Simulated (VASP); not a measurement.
# Pd (Fm-3m) in VASP: a series of runs

Pd is run at these levels: LDA; tasks: single point.

Everything below comes from runs of VASP 6.6.1. Logs are shortened: lines on timing, memory, paths and dates and some standing lists are left out, and cuts for length are marked.

### 1 The cell of the first run

Symmetry: Fm-3m, No. 225, cubic system. Conventional cell: a = 3.814 Å, b = 3.814 Å, c = 3.814 Å, α = 90.00°, β = 90.00°, γ = 90.00°. Within 3.6 Å of Pd (site symmetry m-3m) lie 12 Pd at 2.70 Å.

### 2 Single point, LDA (volume scaled by 0.94)

File INCAR:

```
ALGO = Normal
EDIFF = 1E-6
ENCUT = 520
GGA = CA
ISIF = 2
ISMEAR = -1
LASPH = T
LCHARG = F
LREAL = F
LWAVE = F
NBANDS = 11
NELM = 100
PREC = Accurate
SIGMA = 0.05
```

File KPOINTS:

```
k-points
0
Gamma
  12 12 12
```

File POSCAR:

```
Pd
1.0
    0.0000000000      1.9067643606      1.9067643606
    1.9067643606      0.0000000000      1.9067643606
    1.9067643606      1.9067643606      0.0000000000
Pd
1
Direct
    0.0000000000      0.0000000000      0.0000000000
```

Potentials or basis: VASP PAW LDA potentials, release 64 (Pd).

On the command line:

```console
cat potpaw_LDA.64/Pd/POTCAR > POTCAR
mpirun -np 1 vasp_std > vasp.out
```

OUTCAR:

```text
EDIFF = 1E-6
   ENCUT = 520
   GGA = CA
   ISIF = 2
   ISMEAR = -1
   LASPH = T
   LREAL = F
   NELM = 100
   PREC = Accurate

 ion  position               nearest neighbor table
   1  0.000  0.000  0.000-

  LATTYP: Found a face centered cubic cell.
 ALAT       =     3.8135287212

  Lattice vectors:

 A1 = (   0.0000000000,   1.9067643606,   1.9067643606)
 A2 = (   1.9067643606,   0.0000000000,   1.9067643606)
 A3 = (   1.9067643606,   1.9067643606,   0.0000000000)

Analysis of symmetry for initial positions (statically):
=====================================================================
 Subroutine PRICEL returns:
 Original cell was already a primitive cell.

 Routine SETGRP: Setting up the symmetry group for a
 face centered cubic supercell.

 Subroutine GETGRP returns: Found 48 space group operations
 (whereof 48 operations were pure point group operations)
 out of a pool of 48 trial point group operations.

The static configuration has the point symmetry O_h .

Analysis of symmetry for dynamics (positions and initial velocities):
=====================================================================
 Subroutine PRICEL returns:
 Original cell was already a primitive cell.

 Routine SETGRP: Setting up the symmetry group for a
 face centered cubic supercell.

 Subroutine GETGRP returns: Found 48 space group operations
 (whereof 48 operations were pure point group operations)
 out of a pool of 48 trial point group operations.

The dynamic configuration has the point symmetry O_h .

 Subroutine INISYM returns: Found 48 space group operations
 (whereof 48 operations are pure point group operations),
 and found     1 'primitive' translations

----------------------------------------------------------------------------------------

                                     Primitive cell

  volume of cell :      13.8650

  direct lattice vectors                    reciprocal lattice vectors
     0.000000000  1.906764361  1.906764361    -0.262224326  0.262224326  0.262224326
     1.906764361  0.000000000  1.906764361     0.262224326 -0.262224326  0.262224326
     1.906764361  1.906764361  0.000000000     0.262224326  0.262224326 -0.262224326

  length of vectors
     2.696572019  2.696572019  2.696572019     0.454185856  0.454185856  0.454185856

  position of ions in fractional coordinates (direct lattice)
     0.000000000  0.000000000  0.000000000

  ion indices of the primitive-cell ions
   primitive index   ion index
                 1           1

----------------------------------------------------------------------------------------

 KPOINTS: k-points

Automatic generation of k-mesh.
 Grid dimensions read from file:
 generate k-points for:   12   12   12

 Generating k-lattice:

  Cartesian coordinates                     Fractional coordinates (reciprocal lattice)
    -0.021852027  0.021852027  0.021852027     0.083333333  0.000000000  0.000000000
     0.021852027 -0.021852027  0.021852027     0.000000000  0.083333333  0.000000000
     0.021852027  0.021852027 -0.021852027     0.000000000  0.000000000  0.083333333

  Length of vectors
     0.037848821  0.037848821  0.037848821

  Shift w.r.t. Gamma in fractional coordinates (k-lattice)
     0.000000000  0.000000000  0.000000000

 Subroutine IBZKPT returns following result:
 ===========================================

 Found     72 irreducible k-points:

 Following reciprocal coordinates:
            Coordinates               Weight
  0.000000  0.000000  0.000000      1.000000
  0.083333  0.000000  0.000000      8.000000
  0.166667  0.000000  0.000000      8.000000
  0.250000  0.000000  0.000000      8.000000
  0.333333  0.000000  0.000000      8.000000
  0.416667  0.000000  0.000000      8.000000
[... 16 lines left out ...]
  0.500000  0.166667  0.000000     24.000000
 -0.416667  0.166667  0.000000     24.000000
 [... further k-points ...]
   k-points           NKPTS =     72   k-points in BZ     NKDIM =     72   number of bands    NBANDS=     11
   number of dos      NEDOS =    301   number of ions     NIONS =      1
   total plane-waves  NPLWV =   8000
   dimension x,y,z NGX =    20 NGY =   20 NGZ =   20
   dimension x,y,z NGXF=    40 NGYF=   40 NGZF=   40
   ions per type =               1
   NGX,Y,Z   is equivalent  to a cutoff of  12.33, 12.33, 12.33 a.u.
   NGXF,Y,Z  is equivalent  to a cutoff of  24.66, 24.66, 24.66 a.u.
 SYSTEM =  unknown system
   PREC   = accura    normal or accurate (medium, high low for compatibility)
   ISTART =      0    job   : 0-new  1-cont  2-samecut
   ICHARG =      2    charge: 1-file 2-atom 10-const
   ISPIN  =      1    spin polarized calculation?
   LNONCOLLINEAR =      F non collinear calculations
   LSORBIT =      F    spin-orbit coupling
   LASPH  =      T    aspherical Exc in radial PAW
   ENCUT  =  520.0 eV  38.22 Ry    6.18 a.u.   5.01  5.01  5.01*2*pi/ulx,y,z
   NELM   =    100;   NELMIN=  2; NELMDL= -5     # of ELM steps
   EDIFF  = 0.1E-05   stopping-criterion for ELM
   LREAL  =      F    real-space projection
   EDIFFG = 0.1E-04   stopping-criterion for IOM
   NSW    =      0    number of steps for IOM
   IBRION =     -1    ionic relax: 0-MD 1-quasi-New 2-CG
   NFREE  =      0    steps in history (QN), initial steepest desc. (CG)
   ISIF   =      2    stress and relaxation
   ISYM   =      2    0-nonsym 1-usesym 2-fastsym
   POTIM  = 0.5000    time-step for ionic-motion
   TEBEG  =    0.0;   TEEND  =   0.0 temperature during run
   PSTRESS=    0.0 pullay stress
   NELECT =      10.0000    total number of electrons
   NUPDOWN=      -1.0000    fix difference up-down
   EMIN   =  10.00;   EMAX   =-10.00  energy-range for DOS
   EFERMI =   0.00;   METHOD = LEGACY
   ISMEAR =    -1;   SIGMA  =   0.05  broadening in eV -4-tet -1-fermi 0-gaus
   EFERMI_NEDOS =   21; number of points for ismear=-14 and -15
   IALGO  =     38    algorithm
   IMIX   =      4    mixing-type and parameters
     AMIX     =   0.40;   BMIX     =  1.00
     AMIX_MAG =   1.60;   BMIX_MAG =  1.00
  volume/ion in A,a.u.               =      13.87        93.57
  Fermi-wavevector in a.u.,A,eV,Ry     =   1.468141  2.774384 29.326520  2.155438
  Thomas-Fermi vector in A             =   2.583674
   LORBIT       =      0    0 simple, 1 ext, 2 COOP (PROOUT), +10 PAW based schemes
   GGA     = CA    functional components
   LHFCALC =     F    Hartree Fock is set to
   AEXX    =    0.0000 exact exchange contribution
   IVDW    =     0    specifies the selected vdW correction
   LEPSILON=     F    determine dielectric tensor
   LRPA    =     F    only Hartree local field effects (RPA)
 non-spin polarized calculation
  energy-cutoff  :      520.00
  volume of cell :       13.87
 maximum number of plane-waves:       388
   NGX =  9   NGY =  9   NGZ =  9

 number of electron      10.0000003 magnetization

 Free energy of the ion-electron system (eV)
  ---------------------------------------------------
  ext. energy  EPLUGINS =         0.00000000
  ---------------------------------------------------
  free energy    TOTEN  =        -6.50546501 eV

  energy without entropy =       -6.48758107  energy(sigma->0) =       -6.49652304

 E-fermi :  10.6618     XC(G=0): -13.9007

 val. band max:       10.6615086387   @ k =   0.4167   0.2500   0.0000
 cond. band min:      10.6623748509   @ k =   0.5000   0.4167   0.0833
 fundamental gap:      0.0008662121
 Fermi energy:        10.6617975524

 k-point     1 :       0.0000    0.0000    0.0000
  band No.  band energies     occupation
      1       2.9624      2.00000
      2       7.5094      2.00000
      3       7.5094      2.00000
      4       7.5094      2.00000
      5       9.3297      2.00000
      6       9.3297      2.00000
      7      27.8249      0.00000
      8      32.9057      0.00000
      9      32.9057      0.00000
     10      32.9057      0.00000
     11      36.1884      0.00000

 k-point     2 :       0.0833    0.0000    0.0000
  band No.  band energies     occupation
      1       3.2269      2.00000
      2       7.4123      2.00000
      3       7.6032      2.00000
      4       7.6032      2.00000
      5       9.2845      2.00000
      6       9.2845      2.00000
      7      28.1325      0.00000
      8      31.4328      0.00000
      9      33.2408      0.00000
     10      33.2408      0.00000
     11      36.2128      0.00000

 k-point     3 :       0.1667    0.0000    0.0000
  band No.  band energies     occupation
      1       3.9379      2.00000
      2       7.2450      2.00000
      3       7.7942      2.00000
      4       7.7942      2.00000
      5       9.2508      2.00000
      6       9.2508      2.00000
      7      28.2982      0.00000
      8      29.2722      0.00000
      9      34.1366      0.00000
     10      34.1366      0.00000
     11      36.2104      0.00000

 k-point     4 :       0.2500    0.0000    0.0000
  band No.  band energies     occupation
      1       4.7105      2.00000
      2       7.4681      2.00000
      3       7.8372      2.00000
      4       7.8372      2.00000
      5       9.4842      2.00000
      6       9.4842      2.00000
      7      25.6723      0.00000
      8      29.0411      0.00000
      9      35.0365      0.00000
     10      35.0365      0.00000
     11      36.1939      0.00000

 k-point     5 :       0.3333    0.0000    0.0000
  band No.  band energies     occupation
      1       4.9523      2.00000
      2       7.6878      2.00000
      3       7.6878      2.00000
      4       8.6852      2.00000
      5       9.9896      2.00000
      6       9.9896      2.00000
      7      22.6154      0.00000
      8      28.2454      0.00000
      9      34.1295      0.00000
     10      34.1295      0.00000
     11      36.1946      0.00000
[... 211 lines left out ...]
 k-point    21 :       0.3333    0.1667    0.0000
  band No.  band energies     occupation
      1       5.4575      2.00000
      2       6.6216      2.00000
      3       7.7100      2.00000
      4       8.4502      2.00000
      5      10.1898      1.99984
      6      10.2306      1.99964
      7      25.1418      0.00000
      8      29.2644      0.00000
      9      30.1704      0.00000
     10      32.3577      0.00000
     11      36.1594      0.00000

 k-point    22 :       0.4167    0.1667    0.0000
  band No.  band energies     occupation
      1       5.4704      2.00000
      2       7.0398      2.00000
      3       7.6970      2.00000
      4       8.2975      2.00000
      5      10.6174      1.41712
      6      11.8855      0.00000
      7      21.9202      0.00000
      8      28.2435      0.00000
      9      29.7815      0.00000
     10      31.6116      0.00000
     11      36.2331      0.00000

 k-point    23 :       0.5000    0.1667    0.0000
  band No.  band energies     occupation
      1       5.4261      2.00000
      2       6.9750      2.00000
      3       8.1358      2.00000
      4       8.2769      2.00000
      5      10.7137      0.52283
      6      13.8264      0.00000
      7      19.1677      0.00000
      8      27.4168      0.00000
      9      30.0250      0.00000
     10      30.5102      0.00000
     11      36.2341      0.00000

 k-point    24 :      -0.4167    0.1667    0.0000
  band No.  band energies     occupation
      1       5.4837      2.00000
      2       6.9825      2.00000
      3       8.0592      2.00000
      4       8.5013      2.00000
      5      10.4064      1.98798
      6      14.3966      0.00000
      7      18.6762      0.00000
      8      26.8983      0.00000
      9      29.8793      0.00000
     10      31.1277      0.00000
     11      36.2309      0.00000

 [... further k-points ...]

------------------------ aborting loop because EDIFF is reached ----------------------------------------

  FORCE on cell =-STRESS in cart. coord.  units (eV):
  Direction    XX          YY          ZZ          XY          YZ          ZX
  --------------------------------------------------------------------------------------
  -------------------------------------------------------------------------------------
  Total        0.4217772      0.4217772      0.4217772     -0.0000000     -0.0000000      0.0000000
  in kB       48.7385518     48.7385518     48.7385518     -0.0000000     -0.0000000      0.0000000
  external PRESSURE =      48.7385518 kB  Pullay stress =       0.0000000 kB

 VOLUME and BASIS-vectors are now :
 -----------------------------------------------------------------------------
  energy-cutoff  :      520.00
  volume of cell :       13.87
      direct lattice vectors                 reciprocal lattice vectors
     0.000000000  1.906764361  1.906764361    -0.262224326  0.262224326  0.262224326
     1.906764361  0.000000000  1.906764361     0.262224326 -0.262224326  0.262224326
     1.906764361  1.906764361  0.000000000     0.262224326  0.262224326 -0.262224326

 POSITION                                       TOTAL-FORCE (eV/Angst)
 -----------------------------------------------------------------------------------
      0.00000      0.00000      0.00000         0.000000      0.000000     -0.000000
 -----------------------------------------------------------------------------------
    total drift:                                0.000000      0.000000      0.000000

  FREE ENERGIE OF THE ION-ELECTRON SYSTEM (eV)
  ---------------------------------------------------
  free  energy   TOTEN  =        -6.5054650106 eV

  energy  without entropy=       -6.4875810709  energy(sigma->0) =       -6.49652304
```

Wall time 3.7 s (1 thread of Intel Xeon 6975P-C (Granite Rapids), shared host); peak memory 0.12 GiB.

Results:

```
Free energy            : -6.5055 eV
Pressure               : 4.9 GPa
Band gap on the k mesh : zero (band 5 reaches 11.01 eV, above the bottom of band 6 at 9.25 eV)
```

### 3 Single point, LDA (volume scaled by 0.96)

File INCAR:

```
ALGO = Fast
EDIFF = 1E-6
ENCUT = 520
ISIF = 2
ISMEAR = -1
LASPH = True
LCHARG = False
LREAL = False
LWAVE = False
NBANDS = 11
NELM = 80
PREC = Accurate
SIGMA = 0.05
```

KPOINTS is that of step 2.

File POSCAR:

```
Pd
1.0
    0.0000000000      1.9201927211      1.9201927211
    1.9201927211      0.0000000000      1.9201927211
    1.9201927211      1.9201927211      0.0000000000
Pd
1
Direct
    0.0000000000      0.0000000000      0.0000000000
```

Potentials or basis: VASP PAW LDA potentials, release 64 (Pd).

On the command line:

```console
cat potpaw_LDA.64/Pd/POTCAR > POTCAR
mpirun -np 1 vasp_std > vasp.out
```

It took 4.5 s on 1 thread of Intel Xeon 6975P-C (Granite Rapids), shared host; peak memory 0.12 GiB.

It converged, with:

```
Free energy            : -6.5099 eV
Pressure               : -0.2 GPa
Band gap on the k mesh : zero (band 5 reaches 10.62 eV, above the bottom of band 6 at 8.92 eV)
```

Levels at points of the mesh, in eV from the Fermi level:
| k point | band 1 | band 2 | band 3 | band 4 | band 5 | band 6 | band 7 | band 8 | band 9 | band 10 |
| --- | --- | --- | --- | --- | --- | --- | --- | --- | --- | --- |
| (0.00, 0.00, 0.00) | -7.53 | -3.05 | -3.05 | -3.05 | -1.29 | -1.29 | 17.17 | 22.13 | 22.13 | 22.13 |
| (0.50, 0.00, 0.00) | -5.66 | -3.09 | -3.09 | 0.00 | 0.00 | 0.88 | 7.61 | 16.56 | 21.35 | 21.35 |
| (0.50, 0.50, 0.00) | -5.76 | -5.47 | -0.01 | 0.34 | 0.34 | 3.28 | 11.18 | 13.32 | 13.32 | 22.15 |

### 4 Single point, LDA (volume scaled by 0.98)

File INCAR:

```
SYSTEM = Pd
ALGO = Fast ; EDIFF = 1E-7
ENCUT = 520 ; GGA = CA
ISIF = 2 ; ISMEAR = -1
LASPH = .TRUE. ; LCHARG = .TRUE.
LELF = .TRUE. ; LREAL = .FALSE.
LVHAR = .TRUE. ; LWAVE = .FALSE.
NBANDS = 11 ; NELM = 100
PREC = Accurate ; SIGMA = 0.05
```

File KPOINTS:

```
k-points
0
G
  12 12 12
  0 0 0
```

File POSCAR:

```
Pd
1.0
    0.0000000000      1.9334358480      1.9334358480
    1.9334358480      0.0000000000      1.9334358480
    1.9334358480      1.9334358480      0.0000000000
Pd
1
Direct
    0.0000000000      0.0000000000      0.0000000000
```

On the command line:

```console
cat potpaw_LDA.64/Pd/POTCAR > POTCAR
mpirun -np 1 vasp_std > vasp.out
```

Run time: 5 s. Hardware: 1 thread of Intel Xeon 6975P-C (Granite Rapids), shared host; peak memory 0.12 GiB.

It converged, with:

| Item | Value |
| --- | --- |
| Free energy | -6.5055 eV |
| Pressure | -4.6 GPa |
| Band gap on the k mesh | zero (band 5 reaches 10.23 eV, above the bottom of band 6 at 8.59 eV) |

Levels at points of the mesh, in eV from the Fermi level:
| k point | band 3 | band 4 | band 5 | band 6 | band 7 | band 8 |
| --- | --- | --- | --- | --- | --- | --- |
| (0.00, 0.00, 0.00) | -2.95 | -2.95 | -1.24 | -1.24 | 17.17 | 22.01 |
| (0.50, 0.00, 0.00) | -2.99 | 0.00 | 0.00 | 0.93 | 7.44 | 16.55 |
| (0.50, 0.50, 0.00) | -0.02 | 0.32 | 0.32 | 3.28 | 10.95 | 13.21 |

### 5 Overview

| cell | gap on the mesh (eV) | pressure (GPa) |
| --- | --- | --- |
| a = 2.697 Å, angles 60.0°, 1 atom | none | 4.9 |
| a = 2.716 Å, angles 60.0°, 1 atom | none | -0.2 |
| a = 2.734 Å, angles 60.0°, 1 atom | none | -4.6 |

Alike in all rows: task single point; level LDA; potentials or basis VASP PAW LDA potentials, release 64 (Pd); no spin polarisation; k mesh 12 × 12 × 12; cutoff (eV) 520; smearing fermi-dirac 0.05 eV.

Total energies depend on the potentials used, so only differences within one code and one set of settings carry meaning.
